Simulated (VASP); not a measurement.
Crystal: Ge.

```
CELL_PARAMETERS angstrom
0.00000 2.88574 5.11566
2.63050 0.00000 5.11566
2.63050 2.88574 0.00000
ATOMIC_POSITIONS crystal
Ge 0.72649 0.27351 0.72649
Ge 0.27351 0.72649 0.27351
Ge 0.21813 0.21813 0.78187
Ge 0.78187 0.78187 0.21813
```

* Program: VASP 6.6.1
* Task: relaxation of cell and atoms
* Functional: PBEsol
* Potentials or basis: VASP PAW PBE potentials, release 64 (Ge_d)
* Cutoff: 600 eV
* k mesh: 7 × 7 × 7
* Occupations: fermi-dirac, width 0.05 eV
* Spin: no spin polarisation

At the start: pressure -3.4 GPa; volume 19.42 Å³/atom.

**Question.** How do energy, volume and symmetry change on relaxing?

**Answer.** Over 15 steps the energy falls by 12.4 meV/atom and the volume is 18.40 Å³/atom (-5.3 %); space group Fmmm (No. 69, to 0.1 Å) before and after.

Step by step:
```
step  energy change (eV)  largest force (eV/Å)  pressure (GPa)  volume (Å³)
   1              0.0000                0.0423           -3.40        77.67
   2             -0.0422                0.0643            0.80        73.13
   3             -0.0440                0.0601            0.05        73.83
   4             -0.0440                0.0609           -0.05        73.91
   5             -0.0449                0.0607           -0.04        73.88
   6             -0.0469                0.0738           -0.02        73.80
   7             -0.0449                0.0599            0.03        73.63
   8             -0.0473                0.0736           -0.01        73.75
   9             -0.0483                0.0482           -0.01        73.71
  10             -0.0489                0.0528            0.01        73.65
  11             -0.0494                0.0268           -0.01        73.66
  12             -0.0496                0.0054           -0.04        73.67
  13             -0.0496                0.0043           -0.06        73.67
  14             -0.0497                0.0082            0.05        73.50
  15             -0.0497                0.0067            0.02        73.58
```

Final structure:
```
CELL_PARAMETERS angstrom
0.00000 2.85727 4.96592
2.59301 0.00000 4.96592
2.59301 2.85727 0.00000
ATOMIC_POSITIONS crystal
Ge 0.72624 0.27376 0.72624
Ge 0.27376 0.72624 0.27376
Ge 0.22289 0.22289 0.77711
Ge 0.77711 0.77711 0.22289
```

Caveat: the PAW data sets were made with another functional, which shifts forces and pressure a little.
